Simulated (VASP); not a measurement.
Al2Co: single point with PBE

Crystal: Al2Co.

```xyz
3
Lattice="0.0000 2.8714 2.8714 2.8714 0.0000 2.8714 2.8714 2.8714 0.0000" Properties=species:S:1:pos:R:3 pbc="T T T"
Al    1.4357    1.4357    1.4357
Al    2.8714    2.8714    2.8714
Co    4.3071    4.3071    4.3071
```

The cell was built from a structure type or drawn by symmetry, and may not be a known phase.

- Program: VASP 6.6.1
- Task: single point
- Functional: PBE
- Potentials or basis: VASP PAW PBE potentials, release 64 (Al, Co)
- Cutoff: 520 eV
- k mesh: 14 × 14 × 14
- Occupations: gaussian, width 0.1 eV
- Spin: collinear spin, ferromagnetic start
- Starting moments: [0.0, 0.0, -0.16] μB
- Dipole correction: no
- Further INCAR settings: ALGO = Normal; EDIFF = 1e-06; NBANDS = 18

| Quantity | Value |
| --- | --- |
| Pressure | 0.1 GPa |
| Net moment | -0.06 μB per cell |
| Site moments | Al -0.00, +0.00; Co -0.06 μB |
| Valence electrons inside the program's atomic spheres | Al 0.80, 0.89; Co 8.16 |

Levels at points of the mesh, in eV from the Fermi level:
Spin up:
| k point | band 4 | band 5 | band 6 | band 7 | band 8 | band 9 | band 10 | band 11 |
| --- | --- | --- | --- | --- | --- | --- | --- | --- |
| (0.00, 0.00, 0.00) | -1.75 | -1.15 | -1.15 | 2.00 | 2.00 | 2.00 | 4.44 | 4.44 |
| (0.50, 0.00, 0.00) | -2.09 | -0.91 | -0.91 | -0.80 | 2.00 | 2.00 | 3.19 | 3.54 |
| (0.50, 0.50, 0.00) | -1.74 | -1.74 | -1.10 | -0.87 | -0.61 | -0.61 | 1.37 | 3.34 |
Spin down:
```
           k point  band 4  band 5  band 6  band 7  band 8  band 9  band 10  band 11
(0.00, 0.00, 0.00)   -1.79   -1.22   -1.22    2.00    2.00    2.00     4.43     4.43
(0.50, 0.00, 0.00)   -2.13   -0.97   -0.97   -0.85    1.98    1.98     3.18     3.52
(0.50, 0.50, 0.00)   -1.75   -1.75   -1.13   -0.93   -0.66   -0.66     1.33     3.32
```

Wall time 110 s on 1 thread of Intel(R) Xeon(R) Platinum 8559C (Emerald Rapids), on a shared host, peak memory 0.28 GiB.
